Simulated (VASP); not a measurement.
Here is a VASP 6.6.1 calculation.

The input INCAR:

```
SYSTEM = Ge4N
PREC = Accurate
ENCUT = 520
EDIFF = 1E-7
ISMEAR = 0
SIGMA = 0.1
LREAL = .False.
LASPH = .True.
NELM = 100
ALGO = Normal
ISIF = 2
LWAVE = .False.
LCHARG = .False.
GGA = PE
NBANDS = 38
```

Contents of KPOINTS:

```
regular mesh
0
Gamma
  10 10 8
  0 0 0
```

The input POSCAR:

```
Ge4N
1.0
    4.0962117442      0.0000000000      0.0000000000
    0.0000000000      4.0962117442      0.0000000000
    0.0000000000      0.0000000000      5.3142211048
Ge N
4 1
Direct
    0.5000000000      0.0000000000      0.5000000000
    0.0000000000      0.5000000000      0.5000000000
    0.5000000000      0.0000000000      0.0000000000
    0.0000000000      0.5000000000      0.0000000000
    0.5000000000      0.5000000000      0.0000000000
```

Potentials or basis: VASP PAW PBE potentials, release 64 (Ge_d, N).

The run is started by

```bash
$ cat potpaw_PBE.64/Ge_d/POTCAR potpaw_PBE.64/N/POTCAR > POTCAR
$ mpirun -np 1 vasp_std > vasp.out
```

What does it give for the pressure?

0.0 GPa.
